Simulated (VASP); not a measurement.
Set up this calculation in VASP 6.6.1, as the native input.

| Item | Value |
| --- | --- |
| Task | single point |
| Functional | LDA |
| Potentials or basis | VASP PAW LDA potentials, release 64 (Ir_sv_GW) |
| Cutoff | 560 eV |
| k mesh | 18 × 18 × 18 |
| Occupations | gaussian, width 0.1 eV |
| Spin | no spin polarisation |
| Dipole correction | no |
| Further INCAR settings | ALGO = Normal; EDIFF = 1e-06; NBANDS = 14 |

The structure of Ir lies in POSCAR:

```
Ir
1.0
    0.0000000000      1.9054048527      1.9054048527
    1.9054048527      0.0000000000      1.9054048527
    1.9054048527      1.9054048527      0.0000000000
Ir
1
Direct
    0.0000000000      0.0000000000      0.0000000000
```

These files were run (other wordings do the same):

INCAR

```
SYSTEM = Ir
ALGO = Normal
EDIFF = 1E-6
ENCUT = 560
GGA_COMPAT = .FALSE.
ISIF = 2
ISMEAR = 0
LASPH = .TRUE.
LCHARG = .FALSE.
LREAL = .FALSE.
LWAVE = .FALSE.
NBANDS = 14
NELM = 120
PREC = Accurate
SIGMA = 0.1
```

KPOINTS

```
k-points
0
G
  18 18 18
  0 0 0
```

Potentials or basis: VASP PAW LDA potentials, release 64 (Ir_sv_GW).

Command:

```console
$ cat potpaw_LDA.64/Ir_sv_GW/POTCAR > POTCAR
$ mpirun -np 1 vasp_std > vasp.out
```

Results of the run:

| Quantity | Value |
| --- | --- |
| Pressure | -0.3 GPa |
| Band gap on the k mesh | zero (an odd number of electrons rules out a gap without spin polarisation) |

Caveat: spin-orbit coupling is left out, which moves the levels of the heavy elements.

Wall time 50 s on 1 thread of Intel(R) Xeon(R) Platinum 8259CL CPU @ 2.50GHz (Skylake/Cascade Lake), on a shared host, peak memory 0.17 GiB.
